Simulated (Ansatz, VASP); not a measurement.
Two plane-wave programs on Ru

```
Ru
1.0
     2.79727    0.00000    0.00000
    -1.39864    2.42251    0.00000
     0.00000    0.00000    4.25238
Ru
2
Direct
  0.31331 0.62661 0.25000
  0.68669 0.37339 0.75000
```

Change from the starting cell: mode 5 frozen in at -0.093 Å, equal normal strain along x and y +0.0400.

Alike in both runs: task single point; functional PBEsol; k mesh 18 × 18 × 10; occupations gaussian, width 0.15 eV; no spin polarisation.

```csv
,VASP,Ansatz
version,VASP 6.6.1,Ansatz 0.2.0
potentials or method,"VASP PAW PBE potentials, release 64 (Ru_pv), cutoff 520 eV","scalar-relativistic, plane waves, PAW"
valence electrons in the cell,28,32
```

|  | VASP | Ansatz | Ansatz less VASP |
| --- | --- | --- | --- |
| gap on the k mesh at the Fermi level (eV) | none | none | - |
| pressure (GPa) | -20.1 | -20.0 | +0.13 |
| traceless stress, the component that is largest in VASP (GPa) | 10.02 | 10.04 | +0.016 |
| rms of the force components (eV/Å) | 0.760 | 0.763 | +0.0025 |

VASP's potentials were made for PBE, not for PBEsol, and Ansatz warns of the same on its side. Atom by atom the forces differ by 0.002 eV/Å (rms over components). A gap of «none» marks a metal or a gap that the smearing closes. With one functional, cell and mesh, what is left measures potentials, basis and numerics. VASP's potentials hold 28 valence electrons a cell and Ansatz's 32, so a difference there can come from the potentials and not from the codes.
